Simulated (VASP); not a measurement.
Here is a VASP 6.6.1 calculation.

INCAR

```
SYSTEM = Ti
PREC = Accurate
ENCUT = 520
EDIFF = 1E-7
ISMEAR = 0
SIGMA = 0.15
LREAL = .FALSE.
LASPH = .TRUE.
NELM = 150
ALGO = Normal
ISIF = 2
LWAVE = .FALSE.
LCHARG = .TRUE.
ISPIN = 2
MAGMOM = 1
LORBIT = 11
NUPDOWN = 1.0
LMAXMIX = 4
GGA = PS
LELF = .TRUE.
LVHAR = .TRUE.
NBANDS = 16
```

KPOINTS

```
Automatic mesh
0
G
  22 22 22
  0 0 0
```

POSCAR

```
Ti
1.0
   -1.6365916723      1.6365916723      1.6365916723
    1.6365916723     -1.6365916723      1.6365916723
    1.6365916723      1.6365916723     -1.6365916723
Ti
1
Direct
    0.0000000000      0.0000000000      0.0000000000
```

Potentials or basis: VASP PAW PBE potentials, release 64 (Ti_sv).

The run is started by

```sh
$ cat potpaw_PBE.64/Ti_sv/POTCAR > POTCAR
$ mpirun -np 1 vasp_std > vasp.out
```

**Question.** What does it give for the pressure?

**Answer.** -3.9 GPa.

Caveat: the PAW data sets were made with another functional, which shifts forces and pressure a little; the total moment is fixed, so each spin has its own Fermi level.
